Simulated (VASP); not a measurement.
# KCl in VASP: notebook

KCl is run at these levels: PBEsol; tasks: single point.

Program: VASP 6.6.1. These are calculated values, not measurements. Logs are shortened: lines on timing, memory, paths and dates and some standing lists are left out, and cuts for length are marked.

## 1. The cell of the first run

Symmetry: P4mm, No. 99, tetragonal system. Conventional cell: a = 3.839 Å, b = 3.839 Å, c = 3.839 Å, α = 90.00°, β = 90.00°, γ = 90.00°. Within 4.3 Å of K (site symmetry 4mm) lie 8 Cl at 3.27 to 3.38 Å and 6 K at 3.84 Å. Within 4.3 Å of Cl (site symmetry 4mm) lie 8 K at 3.27 to 3.38 Å and 6 Cl at 3.84 Å.

## 2. Single point, PBEsol (atom 2 (Cl) moved by (+0.000, -0.100) A along [1 1 0] and z)

INCAR reads:

```
SYSTEM = KCl
ALGO = Normal
EDIFF = 1E-6
ENCUT = 520
GGA = PS
ISIF = 2
ISMEAR = 0
LASPH = .True.
LCHARG = .False.
LREAL = .False.
LWAVE = .False.
NBANDS = 15
NELM = 100
PREC = Accurate
SIGMA = 0.05
```

KPOINTS reads:

```
k-points
0
Gamma
  6 6 6
  0 0 0
```

POSCAR reads:

```
KCl
1.0
    3.8391960000      0.0000000000      0.0000000000
    0.0000000000      3.8391960000      0.0000000000
    0.0000000000      0.0000000000      3.8391960000
K Cl
1 1
Direct
    0.0000000000      0.0000000000      0.0000000000
    0.5000000000      0.5000000000      0.4739528797
```

Potentials or basis: VASP PAW PBE potentials, release 64 (K_sv, Cl).

Command:

```bash
cat potpaw_PBE.64/K_sv/POTCAR potpaw_PBE.64/Cl/POTCAR > POTCAR
mpirun -np 1 vasp_std > vasp.out
```

OUTCAR:

```text
SYSTEM = KCl
   EDIFF = 1E-6
   ENCUT = 520
   GGA = PS
   ISIF = 2
   ISMEAR = 0
   LASPH = .True.
   LREAL = .False.
   NELM = 100
   PREC = Accurate

 ion  position               nearest neighbor table
   1  0.000  0.000  0.000-
   2  0.500  0.500  0.474-

  LATTYP: Found a simple cubic cell.
 ALAT       =     3.8391960000

  Lattice vectors:

 A1 = (   3.8391960000,   0.0000000000,   0.0000000000)
 A2 = (   0.0000000000,   3.8391960000,   0.0000000000)
 A3 = (   0.0000000000,   0.0000000000,   3.8391960000)

Analysis of symmetry for initial positions (statically):
=====================================================================
 Subroutine PRICEL returns:
 Original cell was already a primitive cell.

 Routine SETGRP: Setting up the symmetry group for a
 simple cubic supercell.

 Subroutine GETGRP returns: Found  8 space group operations
 (whereof  8 operations were pure point group operations)
 out of a pool of 48 trial point group operations.

The static configuration has the point symmetry C_4v.

Analysis of symmetry for dynamics (positions and initial velocities):
=====================================================================
 Subroutine PRICEL returns:
 Original cell was already a primitive cell.

 Routine SETGRP: Setting up the symmetry group for a
 simple cubic supercell.

 Subroutine GETGRP returns: Found  8 space group operations
 (whereof  8 operations were pure point group operations)
 out of a pool of 48 trial point group operations.

The dynamic configuration has the point symmetry C_4v.

 Subroutine INISYM returns: Found  8 space group operations
 (whereof  8 operations are pure point group operations),
 and found     1 'primitive' translations

----------------------------------------------------------------------------------------

                                     Primitive cell

  volume of cell :      56.5875

  direct lattice vectors                    reciprocal lattice vectors
     3.839196000  0.000000000  0.000000000     0.260471203  0.000000000  0.000000000
     0.000000000  3.839196000  0.000000000     0.000000000  0.260471203  0.000000000
     0.000000000  0.000000000  3.839196000     0.000000000  0.000000000  0.260471203

  length of vectors
     3.839196000  3.839196000  3.839196000     0.260471203  0.260471203  0.260471203

  position of ions in fractional coordinates (direct lattice)
     0.000000000  0.000000000  0.000000000
     0.500000000  0.500000000  0.473952880

  ion indices of the primitive-cell ions
   primitive index   ion index
                 1           1
                 2           2

----------------------------------------------------------------------------------------

 KPOINTS: k-points

Automatic generation of k-mesh.
 Grid dimensions read from file:
 generate k-points for:    6    6    6

 Generating k-lattice:

  Cartesian coordinates                     Fractional coordinates (reciprocal lattice)
     0.043411867  0.000000000  0.000000000     0.166666667  0.000000000  0.000000000
     0.000000000  0.043411867  0.000000000     0.000000000  0.166666667  0.000000000
     0.000000000  0.000000000  0.043411867     0.000000000  0.000000000  0.166666667

  Length of vectors
     0.043411867  0.043411867  0.043411867

  Shift w.r.t. Gamma in fractional coordinates (k-lattice)
     0.000000000  0.000000000  0.000000000

 Subroutine IBZKPT returns following result:
 ===========================================

 Found     40 irreducible k-points:

 Following reciprocal coordinates:
            Coordinates               Weight
  0.000000  0.000000  0.000000      1.000000
  0.166667  0.000000  0.000000      4.000000
  0.000000  0.000000  0.166667      2.000000
  0.333333  0.000000  0.000000      4.000000
  0.000000  0.000000  0.333333      2.000000
  0.500000  0.000000  0.000000      2.000000
[... 16 lines left out ...]
  0.166667  0.166667  0.166667      8.000000
  0.333333  0.166667  0.166667     16.000000
 [... further k-points ...]
   k-points           NKPTS =     40   k-points in BZ     NKDIM =     40   number of bands    NBANDS=     15
   number of dos      NEDOS =    301   number of ions     NIONS =      2
   total plane-waves  NPLWV =  27000
   dimension x,y,z NGX =    30 NGY =   30 NGZ =   30
   dimension x,y,z NGXF=    60 NGYF=   60 NGZF=   60
   ions per type =               1   1
   NGX,Y,Z   is equivalent  to a cutoff of  12.99, 12.99, 12.99 a.u.
   NGXF,Y,Z  is equivalent  to a cutoff of  25.98, 25.98, 25.98 a.u.
 SYSTEM =  KCl
   PREC   = accura    normal or accurate (medium, high low for compatibility)
   ISTART =      0    job   : 0-new  1-cont  2-samecut
   ICHARG =      2    charge: 1-file 2-atom 10-const
   ISPIN  =      1    spin polarized calculation?
   LNONCOLLINEAR =      F non collinear calculations
   LSORBIT =      F    spin-orbit coupling
   LASPH  =      T    aspherical Exc in radial PAW
   ENCUT  =  520.0 eV  38.22 Ry    6.18 a.u.   7.14  7.14  7.14*2*pi/ulx,y,z
   NELM   =    100;   NELMIN=  2; NELMDL= -5     # of ELM steps
   EDIFF  = 0.1E-05   stopping-criterion for ELM
   LREAL  =      F    real-space projection
   EDIFFG = 0.1E-04   stopping-criterion for IOM
   NSW    =      0    number of steps for IOM
   IBRION =     -1    ionic relax: 0-MD 1-quasi-New 2-CG
   NFREE  =      0    steps in history (QN), initial steepest desc. (CG)
   ISIF   =      2    stress and relaxation
   ISYM   =      2    0-nonsym 1-usesym 2-fastsym
   POTIM  = 0.5000    time-step for ionic-motion
   TEBEG  =    0.0;   TEEND  =   0.0 temperature during run
   PSTRESS=    0.0 pullay stress
   NELECT =      16.0000    total number of electrons
   NUPDOWN=      -1.0000    fix difference up-down
   EMIN   =  10.00;   EMAX   =-10.00  energy-range for DOS
   EFERMI =   0.00;   METHOD = LEGACY
   ISMEAR =     0;   SIGMA  =   0.05  broadening in eV -4-tet -1-fermi 0-gaus
   EFERMI_NEDOS =   21; number of points for ismear=-14 and -15
   IALGO  =     38    algorithm
   IMIX   =      4    mixing-type and parameters
     AMIX     =   0.40;   BMIX     =  1.00
     AMIX_MAG =   1.60;   BMIX_MAG =  1.00
  volume/ion in A,a.u.               =      28.29       190.94
  Fermi-wavevector in a.u.,A,eV,Ry     =   1.074504  2.030517 15.708715  1.154558
  Thomas-Fermi vector in A             =   2.210334
   LORBIT       =      0    0 simple, 1 ext, 2 COOP (PROOUT), +10 PAW based schemes
   GGA     = PS    functional components
   LHFCALC =     F    Hartree Fock is set to
   AEXX    =    0.0000 exact exchange contribution
   IVDW    =     0    specifies the selected vdW correction
   LEPSILON=     F    determine dielectric tensor
   LRPA    =     F    only Hartree local field effects (RPA)
 non-spin polarized calculation
 Gauss-broadening in eV      SIGMA  =   0.05
  energy-cutoff  :      520.00
  volume of cell :       56.59
 maximum number of plane-waves:      1568
 NGX is ok and might be reduce to    30
   NGX = 15   NGY = 15   NGZ = 15

 number of electron      16.0000003 magnetization

 Free energy of the ion-electron system (eV)
  ---------------------------------------------------
  ext. energy  EPLUGINS =         0.00000000
  ---------------------------------------------------
  free energy    TOTEN  =        -6.89373391 eV

  energy without entropy =       -6.89373391  energy(sigma->0) =       -6.89373391

 E-fermi :  -0.6572     XC(G=0):  -8.2639

 val. band max:       -0.9053256348   @ k =   0.5000   0.5000   0.0000
 cond. band min:       3.7159887547   @ k =   0.0000   0.0000   0.0000
 fundamental gap:      4.6213143895
 Fermi energy:        -0.6572307043

 k-point     1 :       0.0000    0.0000    0.0000
  band No.  band energies     occupation
      1     -28.7903      2.00000
      2     -13.4567      2.00000
      3     -12.2405      2.00000
      4     -12.2405      2.00000
      5     -12.2383      2.00000
      6      -1.1154      2.00000
      7      -1.1137      2.00000
      8      -1.1137      2.00000
      9       3.7160      0.00000
     10       5.5403      0.00000
     11       5.5676      0.00000
     12       9.7175      0.00000
     13       9.7359      0.00000
     14       9.7359      0.00000
     15      12.5743      0.00000

 k-point     2 :       0.1667    0.0000    0.0000
  band No.  band energies     occupation
      1     -28.7854      2.00000
      2     -13.4965      2.00000
      3     -12.2386      2.00000
      4     -12.2326      2.00000
      5     -12.2022      2.00000
      6      -1.6054      2.00000
      7      -1.1158      2.00000
      8      -1.1148      2.00000
      9       4.3343      0.00000
     10       5.7827      0.00000
     11       6.0834      0.00000
     12       9.6073      0.00000
     13       9.6253      0.00000
     14       9.8671      0.00000
     15      11.6146      0.00000

 k-point     3 :       0.0000    0.0000    0.1667
  band No.  band energies     occupation
      1     -28.7854      2.00000
      2     -13.4956      2.00000
      3     -12.2327      2.00000
      4     -12.2327      2.00000
      5     -12.2092      2.00000
      6      -1.6059      2.00000
      7      -1.1150      2.00000
      8      -1.1150      2.00000
      9       4.3345      0.00000
     10       5.7664      0.00000
     11       6.1054      0.00000
     12       9.6237      0.00000
     13       9.6237      0.00000
     14       9.8457      0.00000
     15      11.6961      0.00000
[... 343 lines left out ...]
 k-point    23 :       0.1667    0.1667    0.1667
  band No.  band energies     occupation
      1     -28.7759      2.00000
      2     -13.4836      2.00000
      3     -12.2894      2.00000
      4     -12.2890      2.00000
      5     -12.1259      2.00000
      6      -1.6627      2.00000
      7      -1.4312      2.00000
      8      -1.4301      2.00000
      9       5.2930      0.00000
     10       6.5721      0.00000
     11       6.5834      0.00000
     12       8.9744      0.00000
     13       8.9981      0.00000
     14       9.5594      0.00000
     15      12.1402      0.00000

 k-point    24 :       0.3333    0.1667    0.1667
  band No.  band energies     occupation
      1     -28.7663      2.00000
      2     -13.4639      2.00000
      3     -12.3198      2.00000
      4     -12.2707      2.00000
      5     -12.1541      2.00000
      6      -2.1899      2.00000
      7      -1.4393      2.00000
      8      -1.3928      2.00000
      9       6.1584      0.00000
     10       6.8523      0.00000
     11       7.3118      0.00000
     12       8.6420      0.00000
     13       8.7577      0.00000
     14       9.0045      0.00000
     15      11.6519      0.00000

 [... further k-points ...]
[... 5 lines left out ...]
  --------------------------------------------------------------------------------------
  -------------------------------------------------------------------------------------
  Total       -0.4822757     -0.4822757     -0.4829826      0.0000000      0.0000000      0.0000000
  in kB      -13.6547926    -13.6547926    -13.6748068      0.0000000      0.0000000      0.0000000
  external PRESSURE =     -13.6614640 kB  Pullay stress =       0.0000000 kB

 VOLUME and BASIS-vectors are now :
 -----------------------------------------------------------------------------
  energy-cutoff  :      520.00
  volume of cell :       56.59
      direct lattice vectors                 reciprocal lattice vectors
     3.839196000  0.000000000  0.000000000     0.260471203  0.000000000  0.000000000
     0.000000000  3.839196000  0.000000000     0.000000000  0.260471203  0.000000000
     0.000000000  0.000000000  3.839196000     0.000000000  0.000000000  0.260471203

 POSITION                                       TOTAL-FORCE (eV/Angst)
 -----------------------------------------------------------------------------------
      0.00000      0.00000      0.00000         0.000000     -0.000000     -0.049801
      1.91960      1.91960      1.81960        -0.000000      0.000000      0.049801
 -----------------------------------------------------------------------------------
    total drift:                                0.000000      0.000000     -0.000131

  FREE ENERGIE OF THE ION-ELECTRON SYSTEM (eV)
  ---------------------------------------------------
  free  energy   TOTEN  =        -6.8937339108 eV

  energy  without entropy=       -6.8937339108  energy(sigma->0) =       -6.89373391
```

Run time: 13 s. Hardware: 1 thread of Intel Xeon 6975P-C (Granite Rapids), shared host; peak memory 0.18 GiB.

What came out:

```
Free energy            : -6.8937 eV
Pressure               : -1.4 GPa
Largest force          : 0.050 eV/Å
Band gap on the k mesh : 4.62 eV (least direct gap 4.83 eV)
```

Forces in eV/Å, atoms in the order of the input:
```
K    0.000  0.000 -0.050
Cl   0.000  0.000  0.050
```

Levels at points of the mesh, in eV from the valence-band top:
| k point | band 6 | band 7 | band 8 | band 9 | band 10 | band 11 |
| --- | --- | --- | --- | --- | --- | --- |
| (0.00, 0.00, 0.00) | -0.21 | -0.21 | -0.21 | 4.62 | 6.45 | 6.47 |
| (0.50, 0.00, 0.00) | -1.80 | -0.22 | -0.21 | 7.51 | 7.81 | 8.12 |
| (0.00, 0.00, 0.50) | -1.80 | -0.22 | -0.22 | 7.52 | 7.81 | 8.14 |
| (0.50, 0.50, 0.00) | -1.22 | -1.22 | 0.00 | 6.06 | 7.18 | 8.88 |
| (0.00, 0.50, 0.50) | -1.22 | -1.22 | 0.00 | 6.05 | 7.16 | 8.88 |
| (0.50, 0.50, 0.50) | -1.34 | -1.34 | -1.34 | 8.61 | 8.61 | 8.66 |

Caveat: the cell differs from its parent crystal (atom 2 (Cl) moved by (+0.000, -0.100) A along [1 1 0] and z); the PAW data sets were made with another functional, which shifts forces and pressure a little. A k mesh can miss the band edges.

(Continued in part 2 of 2.)
